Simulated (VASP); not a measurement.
Write the native input for VASP 6.6.1 that does the following.

```yaml
Task: single point
Functional: LDA
Potentials_or_basis: VASP PAW LDA potentials, release 64 (Si, C)
Cutoff: 520 eV
k_mesh: 10 × 10 × 10
Occupations: gaussian, width 0.01 eV
Spin: no spin polarisation
Dipole_correction: no
Further_INCAR_settings: ALGO = Normal; EDIFF = 1e-06; NBANDS = 11
```

The structure of SiC lies in POSCAR:

```
SiC
1.0
    2.1356067320      2.1356067320      0.0000000000
   -2.1356067320      2.1356067320      0.0000000000
    0.0000000000      2.1356067320      2.1356067320
Si C
1 1
Direct
    0.0000000000      0.0000000000      0.0000000000
    0.7500000000      0.2500000000      0.5000000000
```

These files were run (other wordings do the same):

INCAR

```
ALGO = Normal
EDIFF = 1E-6
ENCUT = 520
ISIF = 2
ISMEAR = 0
LASPH = True
LCHARG = True
LELF = True
LREAL = False
LVHAR = True
LWAVE = False
NBANDS = 11
NELM = 80
PREC = Accurate
SIGMA = 0.01
```

KPOINTS

```
k-points
0
Gamma
  10 10 10
```

Potentials or basis: VASP PAW LDA potentials, release 64 (Si, C).

Run with:

```sh
$ cat potpaw_LDA.64/Si/POTCAR potpaw_LDA.64/C/POTCAR > POTCAR
$ mpirun -np 1 vasp_std > vasp.out
```

It gave:

- Pressure: 10.4 GPa
- Band gap on the k mesh: 1.25 eV, indirect (least direct gap 4.56 eV)

It took 6.6 s on 1 thread of Intel Xeon 6975P-C, with other jobs on the host, peak memory 0.13 GiB.
